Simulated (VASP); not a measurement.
Set up this calculation in VASP 6.6.1, as the native input.

```yaml
Task: single point
Functional: LDA
Potentials_or_basis: VASP PAW LDA potentials, release 64 (Ga_d)
Cutoff: 520 eV
k_mesh: 26 × 26 × 26
Occupations: gaussian, width 0.15 eV
Spin: no spin polarisation
Dipole_correction: no
Further_INCAR_settings: ALGO = Fast; EDIFF = 1e-06; NBANDS = 12
```

The structure of Ga lies in POSCAR:

```
Ga
1.0
   -1.4040000000      1.4040000000      2.2290000000
    1.4040000000     -1.4040000000      2.2290000000
    1.4040000000      1.4040000000     -2.2290000000
Ga
1
Direct
    0.0000000000      0.0000000000      0.0000000000
```

These files were run (other wordings do the same):

INCAR

```
ALGO = Fast
EDIFF = 1E-6
ENCUT = 520
GGA = CA
ISIF = 2
ISMEAR = 0
LASPH = T
LCHARG = F
LREAL = F
LWAVE = F
NBANDS = 12
NELM = 60
PREC = Accurate
SIGMA = 0.15
```

KPOINTS

```
k-points
0
Gamma
  26 26 26
```

Potentials or basis: VASP PAW LDA potentials, release 64 (Ga_d).

Run with:

```sh
$ cat potpaw_LDA.64/Ga_d/POTCAR > POTCAR
$ mpirun -np 1 vasp_std > vasp.out
```

It gave:

The pressure is -1.4 GPa.

Wall time 88 s on 1 thread of Intel(R) Xeon(R) 6975P-C (Granite Rapids), with other jobs on the host, peak memory 0.35 GiB.
